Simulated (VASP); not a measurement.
# Be2Sb (Immm) in VASP: single point with PBE

Aim: the single point of Be2Sb with PBE.

All numbers are computed with VASP 6.6.1; they aren't measurements. Logs are shortened: lines on timing, memory, paths and dates and some standing lists are left out, and cuts for length are marked.

### Step 1. The cell of the first run

The structure is orthorhombic, space group Immm (No. 71). The conventional cell has a = 4.545 Å, b = 4.585 Å, c = 4.747 Å, α = 90.00°, β = 90.00°, γ = 90.00°. Be (site symmetry m2m) has 2 Be at 2.23 to 2.35 Å and 4 Sb at 2.56 to 2.62 Å within 3.0 Å. Sb (site symmetry mmm) has 8 Be at 2.56 to 2.62 Å within 3.4 Å.

### Step 2. Single point, PBE

The input, INCAR:

```
SYSTEM = Be2Sb
PREC = Accurate
ENCUT = 500
EDIFF = 1E-6
ISMEAR = 0
SIGMA = 0.1
LREAL = .False.
LASPH = .True.
NELM = 120
ALGO = Normal
ISIF = 2
LWAVE = .False.
LCHARG = .False.
GGA = PE
NBANDS = 28
GGA_COMPAT = .False.
```

The input, KPOINTS:

```
regular mesh
0
Gamma
  4 4 6
  0 0 0
```

The input, POSCAR:

```
Be2Sb
1.0
    4.5854121227      0.0000000000      0.0000000000
    0.0000000000      4.5448041997      0.0000000000
    0.0000000000      0.0000000000      4.7469349156
Be Sb
4 2
Direct
    0.2565433121      0.4999860391      0.0000000000
    0.7434566879      0.5000139609      0.0000000000
    0.7565433121      0.0000139609      0.5000000000
    0.2434566879      0.9999860391      0.5000000000
    0.0000000000      0.0000000000      0.0000000000
    0.5000000000      0.5000000000      0.5000000000
```

Potentials or basis: VASP PAW PBE potentials, release 64 (Be, Sb_d_GW).

The run is started by

```sh
> cat potpaw_PBE.64/Be/POTCAR potpaw_PBE.64/Sb_d_GW/POTCAR > POTCAR
> mpirun -np 1 vasp_std > vasp.out
```

OUTCAR:

```text
SYSTEM = Be2Sb
   PREC = Accurate
   ENCUT = 500
   EDIFF = 1E-6
   ISMEAR = 0
   LREAL = .False.
   LASPH = .True.
   NELM = 120
   ISIF = 2
   GGA = PE

 ion  position               nearest neighbor table
   1  0.257  0.500  0.000-   2 2.23   2 2.35   5 2.56   5 2.56   6 2.62   6 2.62
   2  0.743  0.500  0.000-   1 2.23   1 2.35   5 2.56   5 2.56   6 2.62   6 2.62
   3  0.757  0.000  0.500-   4 2.23   4 2.35   6 2.56   6 2.56   5 2.62   5 2.62
   4  0.243  1.000  0.500-   3 2.23   3 2.35   6 2.56   6 2.56   5 2.62   5 2.62
   5  0.000  0.000  0.000-   1 2.56   2 2.56   2 2.56   1 2.56   4 2.62   3 2.62   4 2.62   3 2.62

   6  0.500  0.500  0.500-   3 2.56   4 2.56   3 2.56   4 2.56   2 2.62   1 2.62   2 2.62   1 2.62

  LATTYP: Found a simple orthorhombic cell.
 ALAT       =     4.5448041997
 B/A-ratio  =     1.0089350214
 C/A-ratio  =     1.0444751208

  Lattice vectors:

 A1 = (   0.0000000000,  -4.5448041997,   0.0000000000)
 A2 = (   4.5854121227,   0.0000000000,   0.0000000000)
 A3 = (   0.0000000000,   0.0000000000,   4.7469349156)

Analysis of symmetry for initial positions (statically):
=====================================================================
 Subroutine PRICEL returns:
 Original cell was already a primitive cell.

 Routine SETGRP: Setting up the symmetry group for a
 simple orthorhombic supercell.

 Subroutine GETGRP returns: Found  8 space group operations
 (whereof  4 operations were pure point group operations)
 out of a pool of  8 trial point group operations.

The static configuration has the point symmetry C_2h.
 The point group associated with its full space group is D_2h.

Analysis of symmetry for dynamics (positions and initial velocities):
=====================================================================
 Subroutine PRICEL returns:
 Original cell was already a primitive cell.

 Routine SETGRP: Setting up the symmetry group for a
 simple orthorhombic supercell.

 Subroutine GETGRP returns: Found  8 space group operations
 (whereof  4 operations were pure point group operations)
 out of a pool of  8 trial point group operations.

The dynamic configuration has the point symmetry C_2h.
 The point group associated with its full space group is D_2h.

 Subroutine INISYM returns: Found  8 space group operations
 (whereof  4 operations are pure point group operations),
 and found     1 'primitive' translations

----------------------------------------------------------------------------------------

                                     Primitive cell

  volume of cell :      98.9252

  direct lattice vectors                    reciprocal lattice vectors
     4.585412123  0.000000000  0.000000000     0.218082906  0.000000000  0.000000000
     0.000000000  4.544804200  0.000000000     0.000000000  0.220031481  0.000000000
     0.000000000  0.000000000  4.746934916     0.000000000  0.000000000  0.210662252

  length of vectors
     4.585412123  4.544804200  4.746934916     0.218082906  0.220031481  0.210662252

  position of ions in fractional coordinates (direct lattice)
     0.256543312  0.499986039  0.000000000
     0.743456688  0.500013961  0.000000000
     0.756543312  0.000013961  0.500000000
     0.243456688  0.999986039  0.500000000
     0.000000000  0.000000000  0.000000000
     0.500000000  0.500000000  0.500000000

  ion indices of the primitive-cell ions
   primitive index   ion index
                 1           1
                 2           2
                 3           3
                 4           4
                 5           5
                 6           6

----------------------------------------------------------------------------------------

 KPOINTS: regular mesh

Automatic generation of k-mesh.
 Grid dimensions read from file:
 generate k-points for:    4    4    6

 Generating k-lattice:

  Cartesian coordinates                     Fractional coordinates (reciprocal lattice)
     0.054520726  0.000000000  0.000000000     0.250000000  0.000000000  0.000000000
     0.000000000  0.055007870  0.000000000     0.000000000  0.250000000  0.000000000
     0.000000000  0.000000000  0.035110375     0.000000000  0.000000000  0.166666667

  Length of vectors
     0.054520726  0.055007870  0.035110375

  Shift w.r.t. Gamma in fractional coordinates (k-lattice)
     0.000000000  0.000000000  0.000000000

 Subroutine IBZKPT returns following result:
 ===========================================

 Found     36 irreducible k-points:

 Following reciprocal coordinates:
            Coordinates               Weight
  0.000000  0.000000  0.000000      1.000000
  0.250000  0.000000  0.000000      2.000000
  0.500000  0.000000  0.000000      1.000000
  0.000000  0.250000  0.000000      2.000000
  0.250000  0.250000  0.000000      4.000000
  0.500000  0.250000  0.000000      2.000000
[... 16 lines left out ...]
  0.250000  0.250000  0.333333      8.000000
  0.500000  0.250000  0.333333      4.000000
 [... further k-points ...]
   k-points           NKPTS =     36   k-points in BZ     NKDIM =     36   number of bands    NBANDS=     28
   number of dos      NEDOS =    301   number of ions     NIONS =      6
   total plane-waves  NPLWV =  46656
   dimension x,y,z NGX =    36 NGY =   36 NGZ =   36
   dimension x,y,z NGXF=    72 NGYF=   72 NGZF=   72
   ions per type =               4   2
   NGX,Y,Z   is equivalent  to a cutoff of  13.05, 13.17, 12.61 a.u.
   NGXF,Y,Z  is equivalent  to a cutoff of  26.10, 26.34, 25.22 a.u.
 SYSTEM =  Be2Sb
   PREC   = accura    normal or accurate (medium, high low for compatibility)
   ISTART =      0    job   : 0-new  1-cont  2-samecut
   ICHARG =      2    charge: 1-file 2-atom 10-const
   ISPIN  =      1    spin polarized calculation?
   LNONCOLLINEAR =      F non collinear calculations
   LSORBIT =      F    spin-orbit coupling
   LASPH  =      T    aspherical Exc in radial PAW
   ENCUT  =  500.0 eV  36.75 Ry    6.06 a.u.   8.36  8.29  8.65*2*pi/ulx,y,z
   NELM   =    120;   NELMIN=  2; NELMDL= -5     # of ELM steps
   EDIFF  = 0.1E-05   stopping-criterion for ELM
   LREAL  =      F    real-space projection
   EDIFFG = 0.1E-04   stopping-criterion for IOM
   NSW    =      0    number of steps for IOM
   IBRION =     -1    ionic relax: 0-MD 1-quasi-New 2-CG
   NFREE  =      0    steps in history (QN), initial steepest desc. (CG)
   ISIF   =      2    stress and relaxation
   ISYM   =      2    0-nonsym 1-usesym 2-fastsym
   POTIM  = 0.5000    time-step for ionic-motion
   TEBEG  =    0.0;   TEEND  =   0.0 temperature during run
   PSTRESS=    0.0 pullay stress
   NELECT =      38.0000    total number of electrons
   NUPDOWN=      -1.0000    fix difference up-down
   EMIN   =  10.00;   EMAX   =-10.00  energy-range for DOS
   EFERMI =   0.00;   METHOD = LEGACY
   ISMEAR =     0;   SIGMA  =   0.10  broadening in eV -4-tet -1-fermi 0-gaus
   EFERMI_NEDOS =   21; number of points for ismear=-14 and -15
   IALGO  =     38    algorithm
   IMIX   =      4    mixing-type and parameters
     AMIX     =   0.40;   BMIX     =  1.00
     AMIX_MAG =   1.60;   BMIX_MAG =  1.00
  volume/ion in A,a.u.               =      16.49       111.26
  Fermi-wavevector in a.u.,A,eV,Ry     =   1.190055  2.248878 19.268996  1.416231
  Thomas-Fermi vector in A             =   2.326149
   LORBIT       =      0    0 simple, 1 ext, 2 COOP (PROOUT), +10 PAW based schemes
   GGA     = PE    functional components
   LHFCALC =     F    Hartree Fock is set to
   AEXX    =    0.0000 exact exchange contribution
   IVDW    =     0    specifies the selected vdW correction
   LEPSILON=     F    determine dielectric tensor
   LRPA    =     F    only Hartree local field effects (RPA)
 non-spin polarized calculation
 Gauss-broadening in eV      SIGMA  =   0.10
  energy-cutoff  :      500.00
  volume of cell :       98.93
 maximum number of plane-waves:      2542
 NGX is ok and might be reduce to    36
   NGX = 17   NGY = 17   NGZ = 17

 number of electron      38.0000006 magnetization

 Free energy of the ion-electron system (eV)
  ---------------------------------------------------
  ext. energy  EPLUGINS =         0.00000000
  ---------------------------------------------------
  free energy    TOTEN  =       -20.48763376 eV

  energy without entropy =      -20.47190289  energy(sigma->0) =      -20.47976833

 E-fermi :   5.2634     XC(G=0):  -9.9553

 val. band max:        5.2485748756   @ k =   0.5000   0.2500   0.0000
 cond. band min:       5.2991026119   @ k =   0.0000   0.0000   0.1667
 fundamental gap:      0.0505277363
 Fermi energy:         5.2633900521

 k-point     1 :       0.0000    0.0000    0.0000
  band No.  band energies     occupation
      1     -23.6658      2.00000
      2     -23.6572      2.00000
      3     -23.6439      2.00000
      4     -23.6300      2.00000
      5     -23.6167      2.00000
      6     -23.6136      2.00000
[... 20 lines left out ...]
     27      10.3475      0.00000
     28      10.8704      0.00000

 k-point     2 :       0.2500    0.0000    0.0000
  band No.  band energies     occupation
      1     -23.6645      2.00000
      2     -23.6584      2.00000
      3     -23.6418      2.00000
      4     -23.6320      2.00000
      5     -23.6149      2.00000
      6     -23.6116      2.00000
[... 20 lines left out ...]
     27      11.2449      0.00000
     28      11.5081      0.00000

 k-point     3 :       0.5000    0.0000    0.0000
  band No.  band energies     occupation
      1     -23.6615      2.00000
      2     -23.6615      2.00000
      3     -23.6369      2.00000
      4     -23.6369      2.00000
      5     -23.6103      2.00000
      6     -23.6103      2.00000
[... 616 lines left out ...]
      3     -23.6400      2.00000
      4     -23.6366      2.00000
      5     -23.6139      2.00000
      6     -23.6098      2.00000
[... 20 lines left out ...]
     27      10.9065      0.00000
     28      12.0504      0.00000

 k-point    24 :       0.5000    0.2500    0.3333
  band No.  band energies     occupation
      1     -23.6595      2.00000
      2     -23.6595      2.00000
      3     -23.6389      2.00000
      4     -23.6389      2.00000
      5     -23.6092      2.00000
      6     -23.6092      2.00000
[... 20 lines left out ...]
     27      12.4094      0.00000
     28      12.7812      0.00000

 [... further k-points ...]

------------------------ aborting loop because EDIFF is reached ----------------------------------------

  FORCE on cell =-STRESS in cart. coord.  units (eV):
  Direction    XX          YY          ZZ          XY          YZ          ZX
  --------------------------------------------------------------------------------------
  -------------------------------------------------------------------------------------
  Total        0.0833329     -0.0360146      0.2608817      0.0000000      0.0000000      0.0000000
  in kB        1.3496479     -0.5832868      4.2252013      0.0000000      0.0000000      0.0000000
  external PRESSURE =       1.6638541 kB  Pullay stress =       0.0000000 kB

 VOLUME and BASIS-vectors are now :
 -----------------------------------------------------------------------------
  energy-cutoff  :      500.00
  volume of cell :       98.93
      direct lattice vectors                 reciprocal lattice vectors
     4.585412123  0.000000000  0.000000000     0.218082906  0.000000000  0.000000000
     0.000000000  4.544804200  0.000000000     0.000000000  0.220031481  0.000000000
     0.000000000  0.000000000  4.746934916     0.000000000  0.000000000  0.210662252

 POSITION                                       TOTAL-FORCE (eV/Angst)
 -----------------------------------------------------------------------------------
      1.17636      2.27234      0.00000        -0.016497      0.000203      0.000000
      3.40906      2.27247      0.00000         0.016497     -0.000203     -0.000000
      3.46906      0.00006      2.37347        -0.016497     -0.000203     -0.000000
      1.11635      4.54474      2.37347         0.016497      0.000203      0.000000
      0.00000      0.00000      0.00000         0.000000      0.000000      0.000000
      2.29271      2.27240      2.37347         0.000000      0.000000      0.000000
 -----------------------------------------------------------------------------------
    total drift:                                0.000000      0.000000      0.000000

  FREE ENERGIE OF THE ION-ELECTRON SYSTEM (eV)
  ---------------------------------------------------
  free  energy   TOTEN  =       -20.4876337591 eV

  energy  without entropy=      -20.4719028946  energy(sigma->0) =      -20.47976833
```

Run time: 54 s. Hardware: 1 thread of AMD EPYC 9R45 (Zen 5), shared host; peak memory 0.23 GiB.

Results:

```
Free energy            : -20.4876 eV
Pressure               : 0.2 GPa
Largest force          : 0.016 eV/Å
Band gap on the k mesh : zero (bands 19 and 20 overlap by 6.09 eV)
```

Forces in eV/Å, atoms in the order of the input:
```
Be  -0.016  0.000  0.000
Be   0.016  0.000  0.000
Be  -0.016  0.000  0.000
Be   0.016  0.000  0.000
Sb   0.000  0.000  0.000
Sb   0.000  0.000  0.000
```

Stress tensor (GPa, compression positive):
```
 0.13  0.00  0.00
 0.00 -0.06  0.00
 0.00  0.00  0.42
```

Caveat: spin-orbit coupling is left out, which moves the levels of the heavy elements.

The gap in the log of VASP goes by the Fermi energy; the results here count the filled bands.